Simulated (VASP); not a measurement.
MgS:

```
Mg S
1.0
     0.00000    2.83088    2.83088
     2.83088    0.00000    2.83088
     2.83088    2.83088    0.00000
Mg S
1 1
Direct
  0.00000 0.00000 0.00000
  0.25000 0.25000 0.25000
```

Base run:

```yaml
Program: VASP 6.6.1
Functional: PBEsol
Potentials_or_basis: VASP PAW PBE potentials, release 64 (Mg, S)
Cutoff: 600 eV
k_mesh: 6 × 6 × 6
Occupations: gaussian, width 0.01 eV
Spin: no spin polarisation
```

Its results: band gap on the k mesh 3.30 eV; pressure -0.4 GPa.

Q: The run is repeated on the same cell with these changes: k mesh from 6 × 6 × 6 to 3 × 3 × 3. What comes out?

A: Band gap on the k mesh 3.27 eV; pressure 0.1 GPa.

Caveats: some runs use coarse meshes; the PAW data sets were made with another functional, which shifts forces and pressure a little.

A k mesh can miss the band edges.
